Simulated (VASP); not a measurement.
# SmHf3As (P6/mmm) in VASP: notebook

Runs on SmHf3As. Level: PBE. Tasks: single point.

Everything below comes from runs of VASP 6.6.1. Logs are shortened: lines on timing, memory, paths and dates and some standing lists are left out, and cuts for length are marked.

## Step 1: The cell of the first run

The structure is hexagonal, space group P6/mmm (No. 191). Conventional cell: a = 4.556 Å, b = 4.556 Å, c = 6.732 Å, α = 90.00°, β = 90.00°, γ = 120.00°. Within 4.6 Å of Sm (site symmetry 6/mmm) lie 2 As at 3.37 Å and 12 Hf at 4.06 Å and 6 Sm at 4.56 Å. Within 3.0 Å of Hf (site symmetry mmm) lie 2 As at 2.28 Å and 4 Hf at 2.28 Å. As (site symmetry 6/mmm) has 6 Hf at 2.28 Å within 3.0 Å.

The cell was built from a structure type or drawn by symmetry, and may not be a known phase.

## Step 2: Single point, PBE

File INCAR:

```
PREC = Accurate
ENCUT = 500
EDIFF = 1E-6
ISMEAR = 0
SIGMA = 0.1
LREAL = F
LASPH = T
NELM = 200
ALGO = Normal
ISIF = 2
LWAVE = F
LCHARG = F
GGA = PE
NBANDS = 31
GGA_COMPAT = F
LMAXMIX = 6
```

File KPOINTS:

```
Automatic mesh
0
Gamma
  6 6 4
```

File POSCAR:

```
SmHf3As
1.0
    4.5555469500      0.0000000000      0.0000000000
   -2.2777734800      3.9452193900      0.0000000000
    0.0000000000      0.0000000000      6.7320172500
Sm Hf As
1 3 1
Direct
    0.0000000000      0.0000000000      0.5000000000
    0.5000000000      0.0000000000      0.0000000000
    0.0000000000      0.5000000000      0.0000000000
    0.5000000000      0.5000000000      0.0000000000
    0.0000000000      0.0000000000      0.0000000000
```

Potentials or basis: VASP PAW PBE potentials, release 64 (Sm_3, Hf_pv, As), 4f in core.

On the command line:

```sh
$ cat potpaw_PBE.64/Sm_3/POTCAR potpaw_PBE.64/Hf_pv/POTCAR potpaw_PBE.64/As/POTCAR > POTCAR
$ mpirun -np 1 vasp_std > vasp.out
```

OUTCAR:

```text
PREC = Accurate
   ENCUT = 500
   EDIFF = 1E-6
   ISMEAR = 0
   LREAL = F
   LASPH = T
   NELM = 200
   ISIF = 2
   GGA = PE

 ion  position               nearest neighbor table
   1  0.000  0.000  0.500-
   2  0.500  0.000  0.000-   5 2.28   5 2.28   3 2.28   3 2.28   4 2.28   4 2.28
   3  0.000  0.500  0.000-   4 2.28   4 2.28   2 2.28   2 2.28   5 2.28   5 2.28
   4  0.500  0.500  0.000-   3 2.28   3 2.28   5 2.28   5 2.28   2 2.28   2 2.28
   5  0.000  0.000  0.000-   2 2.28   2 2.28   4 2.28   4 2.28   3 2.28   3 2.28

  LATTYP: Found a hexagonal cell.
 ALAT       =     4.5555469500
 C/A-ratio  =     1.4777626757

  Lattice vectors:

 A1 = (   4.5555469500,   0.0000000000,   0.0000000000)
 A2 = (  -2.2777734800,   3.9452193900,   0.0000000000)
 A3 = (   0.0000000000,   0.0000000000,   6.7320172500)

Analysis of symmetry for initial positions (statically):
=====================================================================
 Subroutine PRICEL returns:
 Original cell was already a primitive cell.

 Routine SETGRP: Setting up the symmetry group for a
 hexagonal supercell.

 Subroutine GETGRP returns: Found 24 space group operations
 (whereof 24 operations were pure point group operations)
 out of a pool of 24 trial point group operations.

The static configuration has the point symmetry D_6h.

Analysis of symmetry for dynamics (positions and initial velocities):
=====================================================================
 Subroutine PRICEL returns:
 Original cell was already a primitive cell.

 Routine SETGRP: Setting up the symmetry group for a
 hexagonal supercell.

 Subroutine GETGRP returns: Found 24 space group operations
 (whereof 24 operations were pure point group operations)
 out of a pool of 24 trial point group operations.

The dynamic configuration has the point symmetry D_6h.

 Subroutine INISYM returns: Found 24 space group operations
 (whereof 24 operations are pure point group operations),
 and found     1 'primitive' translations

----------------------------------------------------------------------------------------

                                     Primitive cell
[... 88 lines left out ...]
   LNONCOLLINEAR =      F non collinear calculations
   LSORBIT =      F    spin-orbit coupling
   LASPH  =      T    aspherical Exc in radial PAW
   ENCUT  =  500.0 eV  36.75 Ry    6.06 a.u.   8.31  8.31 12.27*2*pi/ulx,y,z
   NELM   =    200;   NELMIN=  2; NELMDL= -5     # of ELM steps
   EDIFF  = 0.1E-05   stopping-criterion for ELM
   LREAL  =      F    real-space projection
   EDIFFG = 0.1E-04   stopping-criterion for IOM
   NSW    =      0    number of steps for IOM
   IBRION =     -1    ionic relax: 0-MD 1-quasi-New 2-CG
   NFREE  =      0    steps in history (QN), initial steepest desc. (CG)
   ISIF   =      2    stress and relaxation
   ISYM   =      2    0-nonsym 1-usesym 2-fastsym
   POTIM  = 0.5000    time-step for ionic-motion
   TEBEG  =    0.0;   TEEND  =   0.0 temperature during run
   PSTRESS=    0.0 pullay stress
   NELECT =      46.0000    total number of electrons
   NUPDOWN=      -1.0000    fix difference up-down
   EMIN   =  10.00;   EMAX   =-10.00  energy-range for DOS
   EFERMI =   0.00;   METHOD = LEGACY
   ISMEAR =     0;   SIGMA  =   0.10  broadening in eV -4-tet -1-fermi 0-gaus
   EFERMI_NEDOS =   21; number of points for ismear=-14 and -15
   IALGO  =     38    algorithm
   IMIX   =      4    mixing-type and parameters
     AMIX     =   0.40;   BMIX     =  1.00
     AMIX_MAG =   1.60;   BMIX_MAG =  1.00
  volume/ion in A,a.u.               =      24.20       163.30
  Fermi-wavevector in a.u.,A,eV,Ry     =   1.185974  2.241166 19.137059  1.406534
  Thomas-Fermi vector in A             =   2.322156
   LORBIT       =      0    0 simple, 1 ext, 2 COOP (PROOUT), +10 PAW based schemes
   GGA     = PE    functional components
   LHFCALC =     F    Hartree Fock is set to
   AEXX    =    0.0000 exact exchange contribution
   IVDW    =     0    specifies the selected vdW correction
   LEPSILON=     F    determine dielectric tensor
   LRPA    =     F    only Hartree local field effects (RPA)
 non-spin polarized calculation
 Gauss-broadening in eV      SIGMA  =   0.10
  energy-cutoff  :      500.00
  volume of cell :      120.99
 maximum number of plane-waves:      3106
 NGX is ok and might be reduce to    36
   NGX = 17   NGY = 17   NGZ = 25

 number of electron      46.0000005 magnetization

 Free energy of the ion-electron system (eV)
  ---------------------------------------------------
  ext. energy  EPLUGINS =         0.00000000
  ---------------------------------------------------
  free energy    TOTEN  =       -22.31491525 eV

  energy without entropy =      -22.29216684  energy(sigma->0) =      -22.30354105

 E-fermi :   3.9761     XC(G=0): -10.0705

 val. band max:        3.9737590571   @ k =   0.5000   0.0000   0.2500
 cond. band min:       3.9906385818   @ k =   0.3333   0.0000   0.2500
 fundamental gap:      0.0168795246
 Fermi energy:         3.9760839199

 k-point     1 :       0.0000    0.0000    0.0000
  band No.  band energies     occupation
      1     -38.4923      2.00000
      2     -30.7662      2.00000
      3     -28.3821      2.00000
      4     -28.3821      2.00000
      5     -26.3853      2.00000
      6     -25.0017      2.00000
[... 703 lines left out ...]
     30       6.4294      0.00000
     31       7.2537      0.00000

------------------------ aborting loop because EDIFF is reached ----------------------------------------

  FORCE on cell =-STRESS in cart. coord.  units (eV):
  Direction    XX          YY          ZZ          XY          YZ          ZX
  --------------------------------------------------------------------------------------
  -------------------------------------------------------------------------------------
  Total       78.8831206     78.8831207    -11.6524932     -0.0000001      0.0000000     -0.0000000
  in kB     1044.5705058   1044.5705075   -154.3023479     -0.0000013      0.0000000     -0.0000000
  external PRESSURE =     644.9462218 kB  Pullay stress =       0.0000000 kB

 VOLUME and BASIS-vectors are now :
 -----------------------------------------------------------------------------
  energy-cutoff  :      500.00
  volume of cell :      120.99
      direct lattice vectors                 reciprocal lattice vectors
     4.555546950  0.000000000  0.000000000     0.219512610  0.126735665  0.000000000
    -2.277773480  3.945219390  0.000000000     0.000000000  0.253471328  0.000000000
     0.000000000  0.000000000  6.732017250     0.000000000  0.000000000  0.148543886

 POSITION                                       TOTAL-FORCE (eV/Angst)
 -----------------------------------------------------------------------------------
      0.00000      0.00000      3.36601         0.000000      0.000000      0.000000
      2.27777      0.00000      0.00000        -0.000000      0.000000      0.000000
     -1.13889      1.97261      0.00000        -0.000000      0.000000      0.000000
      1.13889      1.97261      0.00000         0.000000      0.000000      0.000000
      0.00000      0.00000      0.00000         0.000000      0.000000      0.000000
 -----------------------------------------------------------------------------------
    total drift:                                0.000000      0.000000     -0.000000

  FREE ENERGIE OF THE ION-ELECTRON SYSTEM (eV)
  ---------------------------------------------------
  free  energy   TOTEN  =       -22.3149152508 eV

  energy  without entropy=      -22.2921668407  energy(sigma->0) =      -22.30354105
```

OSZICAR:

```text
N       E                     dE             d eps       ncg     rms          rms(c)
DAV:   1     0.311649182279E+03    0.31165E+03   -0.24726E+04  1318   0.136E+03
DAV:   2    -0.131947944700E+02   -0.32484E+03   -0.30878E+03  1528   0.367E+02
DAV:   3    -0.307005908974E+02   -0.17506E+02   -0.16885E+02  1740   0.643E+01
DAV:   4    -0.310462472056E+02   -0.34566E+00   -0.34372E+00  1624   0.902E+00
DAV:   5    -0.310562481048E+02   -0.10001E-01   -0.99967E-02  1742   0.144E+00    0.153E+02
DAV:   6    -0.226257437523E+02    0.84305E+01   -0.24801E+01  1689   0.124E+01    0.585E+01
DAV:   7    -0.225882460934E+02    0.37498E-01   -0.48502E+00  1569   0.728E+00    0.380E+01
DAV:   8    -0.224295342467E+02    0.15871E+00   -0.22455E+00  1591   0.364E+00    0.654E+00
DAV:   9    -0.223467283973E+02    0.82806E-01   -0.78965E-01  1613   0.224E+00    0.699E+00
DAV:  10    -0.223560211220E+02   -0.92927E-02   -0.30875E-02  1558   0.553E-01    0.499E+00
DAV:  11    -0.223166070591E+02    0.39414E-01   -0.11959E-01  1589   0.809E-01    0.193E+00
DAV:  12    -0.223156410869E+02    0.96597E-03   -0.78382E-03  1546   0.292E-01    0.130E+00
DAV:  13    -0.223153665011E+02    0.27459E-03   -0.11200E-03  1575   0.114E-01    0.980E-01
DAV:  14    -0.223149588296E+02    0.40767E-03   -0.10693E-03  1570   0.123E-01    0.347E-01
DAV:  15    -0.223149461734E+02    0.12656E-04   -0.47562E-05  1645   0.321E-02    0.294E-01
DAV:  16    -0.223149299464E+02    0.16227E-04   -0.12860E-05  1502   0.140E-02    0.211E-01
DAV:  17    -0.223149153872E+02    0.14559E-04   -0.42173E-05  1644   0.279E-02    0.263E-02
DAV:  18    -0.223149152508E+02    0.13645E-06   -0.23571E-06  1320   0.710E-03
   1 F= -.22314915E+02 E0= -.22303541E+02  d E =-.227484E-01
```

stdout:

```text
POSCAR found type information on POSCAR SmHfAs
 POSCAR found :  3 types and       5 ions
 scaLAPACK will be used
 LDA part: xc-table for (Slater+PW92), standard interpolation
 POSCAR, INCAR and KPOINTS ok, starting setup
 FFT: planning ... GRIDC
 FFT: planning ... GRID_SOFT
 FFT: planning ... GRID
 WAVECAR not read
 entering main loop
```

Wall time 47 s (1 thread of Intel Xeon 6975P-C (Granite Rapids), shared host); peak memory 0.28 GiB.

What came out:

```yaml
Free_energy: -22.3149 eV
Pressure: 64.5 GPa
Band_gap_on_the_k_mesh: zero (bands 23 and 24 overlap by 1.16 eV)
```

Stress tensor (GPa, compression positive):
```
104.46   0.00   0.00
  0.00 104.46   0.00
  0.00   0.00 -15.43
```

Levels at points of the mesh, in eV from the Fermi level:
| k point | band 21 | band 22 | band 23 | band 24 | band 25 | band 26 |
| --- | --- | --- | --- | --- | --- | --- |
| (0.00, 0.00, 0.00) | -1.81 | -1.81 | -0.22 | -0.22 | 0.08 | 1.01 |
| (0.50, 0.00, 0.00) | -1.33 | -0.87 | -0.23 | 0.85 | 2.09 | 2.63 |
| (0.00, 0.00, 0.50) | -1.61 | -1.61 | -1.41 | -0.44 | -0.44 | 1.20 |
| (0.50, 0.00, 0.50) | -0.59 | 0.11 | 0.25 | 0.36 | 1.33 | 2.44 |

Caveat: the cell stands under pressure; spin-orbit coupling is left out, which moves the levels of the heavy elements; the 4f electrons are frozen in the core, so they carry no moment and show no levels.

## Step 3: Single point, PBE

This run uses another cell than the first one, of 30.80 Å³/atom.

File INCAR:

```
PREC = Accurate ; ENCUT = 500
EDIFF = 1E-6 ; ISMEAR = 0
SIGMA = 0.1 ; LREAL = F
LASPH = T ; NELM = 200
ALGO = Normal ; ISIF = 2
LWAVE = F ; LCHARG = F
GGA = PE ; NBANDS = 31
GGA_COMPAT = F ; LMAXMIX = 6
```

File KPOINTS:

```
regular mesh
0
Gamma
  6 6 4
```

Changes to POSCAR since step 2:

```diff
@@ -2,5 +2,5 @@
 1.0
-    4.5555469500      0.0000000000      0.0000000000
-   -2.2777734800      3.9452193900      0.0000000000
-    0.0000000000      0.0000000000      6.7320172500
+    5.6256303282      0.0000000036      0.0000000000
+   -2.8128151672      4.8719387748      0.0000000000
+    0.0000000000      0.0000000000      5.6184282460
 Sm Hf As
```

Potentials or basis: VASP PAW PBE potentials, release 64 (Sm_3, Hf_pv, As), 4f in core.

On the command line:

```sh
$ cat potpaw_PBE.64/Sm_3/POTCAR potpaw_PBE.64/Hf_pv/POTCAR potpaw_PBE.64/As/POTCAR > POTCAR
$ mpirun -np 1 vasp_std > vasp.out
```

OUTCAR:

```text
PREC = Accurate
   ENCUT = 500
   EDIFF = 1E-6
   ISMEAR = 0
   LREAL = F
   LASPH = T
   NELM = 200
   ISIF = 2
   GGA = PE

 ion  position               nearest neighbor table
   1  0.000  0.000  0.500-   5 2.81   5 2.81
   2  0.500  0.000  0.000-   5 2.81   5 2.81   4 2.81   4 2.81   3 2.81   3 2.81
   3  0.000  0.500  0.000-   4 2.81   4 2.81   5 2.81   5 2.81   2 2.81   2 2.81
   4  0.500  0.500  0.000-   3 2.81   3 2.81   2 2.81   2 2.81   5 2.81   5 2.81
   5  0.000  0.000  0.000-   1 2.81   1 2.81   2 2.81   2 2.81   3 2.81   3 2.81   4 2.81   4 2.81

  LATTYP: Found a hexagonal cell.
 ALAT       =     5.6256303282
 C/A-ratio  =     0.9987197733

  Lattice vectors:

 A1 = (   5.6256303282,   0.0000000036,   0.0000000000)
 A2 = (  -2.8128151672,   4.8719387748,   0.0000000000)
 A3 = (   0.0000000000,   0.0000000000,   5.6184282460)

Analysis of symmetry for initial positions (statically):
=====================================================================
 Subroutine PRICEL returns:
 Original cell was already a primitive cell.

 Routine SETGRP: Setting up the symmetry group for a
[... 170 lines left out ...]

 E-fermi :   2.7105     XC(G=0):  -9.3292

 val. band max:        2.7092145749   @ k =   0.3333   0.1667   0.2500
 cond. band min:       2.7137126205   @ k =   0.0000   0.0000   0.5000
 fundamental gap:      0.0044980456
 Fermi energy:         2.7104931526

 k-point     1 :       0.0000    0.0000    0.0000
  band No.  band energies     occupation
      1     -39.0404      2.00000
      2     -28.5849      2.00000
      3     -28.2034      2.00000
      4     -28.2034      2.00000
      5     -27.9646      2.00000
      6     -27.7538      2.00000
[... 703 lines left out ...]
     30       5.0407      0.00000
     31       5.0836      0.00000

------------------------ aborting loop because EDIFF is reached ----------------------------------------

  FORCE on cell =-STRESS in cart. coord.  units (eV):
  Direction    XX          YY          ZZ          XY          YZ          ZX
  --------------------------------------------------------------------------------------
  -------------------------------------------------------------------------------------
  Total       -0.2180714     -0.2180714      0.2049006     -0.0000000      0.0000000      0.0000000
  in kB       -2.2689315     -2.2689315      2.1318958     -0.0000000      0.0000000      0.0000000
  external PRESSURE =      -0.8019891 kB  Pullay stress =       0.0000000 kB

 VOLUME and BASIS-vectors are now :
 -----------------------------------------------------------------------------
  energy-cutoff  :      500.00
  volume of cell :      153.99
      direct lattice vectors                 reciprocal lattice vectors
     5.625630328  0.000000004  0.000000000     0.177757858  0.102628548  0.000000000
    -2.812815167  4.871938775  0.000000000    -0.000000000  0.205257095  0.000000000
     0.000000000  0.000000000  5.618428246     0.000000000  0.000000000  0.177985721

 POSITION                                       TOTAL-FORCE (eV/Angst)
 -----------------------------------------------------------------------------------
      0.00000      0.00000      2.80921        -0.000000      0.000000      0.000000
      2.81282      0.00000      0.00000        -0.000000      0.000000      0.000000
     -1.40641      2.43597      0.00000         0.000000      0.000000      0.000000
      1.40641      2.43597      0.00000        -0.000000      0.000000      0.000000
      0.00000      0.00000      0.00000        -0.000000      0.000000      0.000000
 -----------------------------------------------------------------------------------
    total drift:                               -0.000000      0.000000     -0.000000

  FREE ENERGIE OF THE ION-ELECTRON SYSTEM (eV)
  ---------------------------------------------------
  free  energy   TOTEN  =       -36.8638214979 eV

  energy  without entropy=      -36.8264407995  energy(sigma->0) =      -36.84513115
```

OSZICAR:

```text
N       E                     dE             d eps       ncg     rms          rms(c)
DAV:   1     0.260152775457E+03    0.26015E+03   -0.23604E+04  1310   0.130E+03
DAV:   2    -0.237870442024E+02   -0.28394E+03   -0.27424E+03  1497   0.336E+02
DAV:   3    -0.383095589957E+02   -0.14523E+02   -0.13747E+02  1741   0.549E+01
DAV:   4    -0.386962725646E+02   -0.38671E+00   -0.38083E+00  1645   0.888E+00
DAV:   5    -0.387115070630E+02   -0.15234E-01   -0.15212E-01  1757   0.148E+00    0.657E+01
DAV:   6    -0.371806700579E+02    0.15308E+01   -0.22794E+00  1620   0.579E+00    0.362E+01
DAV:   7    -0.368993870848E+02    0.28128E+00   -0.18586E+00  1671   0.572E+00    0.625E+00
DAV:   8    -0.368692667018E+02    0.30120E-01   -0.25411E-01  1585   0.168E+00    0.177E+00
DAV:   9    -0.368656787348E+02    0.35880E-02   -0.55727E-02  1638   0.787E-01    0.762E-01
DAV:  10    -0.368638737813E+02    0.18050E-02   -0.15013E-02  1572   0.365E-01    0.587E-01
DAV:  11    -0.368638302595E+02    0.43522E-04   -0.11033E-03  1584   0.130E-01    0.680E-02
DAV:  12    -0.368638169037E+02    0.13356E-04   -0.13249E-04  1586   0.339E-02    0.556E-02
DAV:  13    -0.368638212614E+02   -0.43577E-05   -0.10689E-05  1403   0.145E-02    0.722E-03
DAV:  14    -0.368638214979E+02   -0.23650E-06   -0.46518E-07  1089   0.299E-03
   1 F= -.36863821E+02 E0= -.36845131E+02  d E =-.373807E-01
```

It took 66 s on 1 thread of Intel Xeon 6975P-C (Granite Rapids), shared host; peak memory 0.31 GiB.

Results:

| Property | Result |
| --- | --- |
| Free energy | -36.8638 eV |
| Pressure | -0.1 GPa |
| Band gap on the k mesh | zero (bands 23 and 24 overlap by 1.70 eV) |

Stress tensor (GPa, compression positive):
```
-0.23  0.00  0.00
 0.00 -0.23  0.00
 0.00  0.00  0.21
```

Caveat: spin-orbit coupling is left out, which moves the levels of the heavy elements; the 4f electrons are frozen in the core, so they carry no moment and show no levels.
